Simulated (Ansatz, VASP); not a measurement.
Na16F: VASP beside Ansatz

```
Na F
1.0
     8.46000    0.00000    0.00000
     0.00000    8.46000    0.00000
     0.00000    0.00000    8.46000
Na F
16 1
Direct
  0.03227 0.99985 0.01006
  0.46788 0.99985 0.01007
  0.01437 0.49995 0.99351
  0.97763 0.99987 0.46813
  0.25012 0.27146 0.28122
  0.48579 0.49995 0.99353
  0.52256 0.99987 0.46809
  0.75009 0.26858 0.23302
  0.98131 0.49990 0.51550
  0.25012 0.72834 0.28127
  0.25013 0.21742 0.73974
  0.51888 0.49990 0.51546
  0.75009 0.73121 0.23306
  0.75005 0.23551 0.75626
  0.25013 0.78243 0.73973
  0.75005 0.76431 0.75623
  0.25003 0.99998 0.87503
```

Alike in both runs: functional LDA; k mesh 2 × 2 × 2; occupations fermi-dirac, width 0.05 eV; no spin polarisation.

Ansatz relaxed the structure, and its values are those at the end. VASP's run is a single point on that final structure, the one shown.

|  | VASP | Ansatz |
| --- | --- | --- |
| version | VASP 6.6.1 | Ansatz 0.2.0 |
| potentials or method | VASP PAW LDA potentials, release 64 (Na_pv, F), cutoff 520 eV | scalar-relativistic, plane waves, PAW |
| valence electrons in the cell | 119 | 151 |

|  | VASP | Ansatz | Ansatz less VASP |
| --- | --- | --- | --- |
| rms of the force components (eV/Å) | 0.004 | 0.001 | -0.0029 |

LDA's correlation is that of Perdew and Zunger in VASP and of Perdew and Wang (1992) in Ansatz. VASP's potentials hold 119 valence electrons a cell and Ansatz's 151, so a difference there can come from the potentials and not from the codes.

The k mesh is coarse, so the values compare programs but aren't converged.
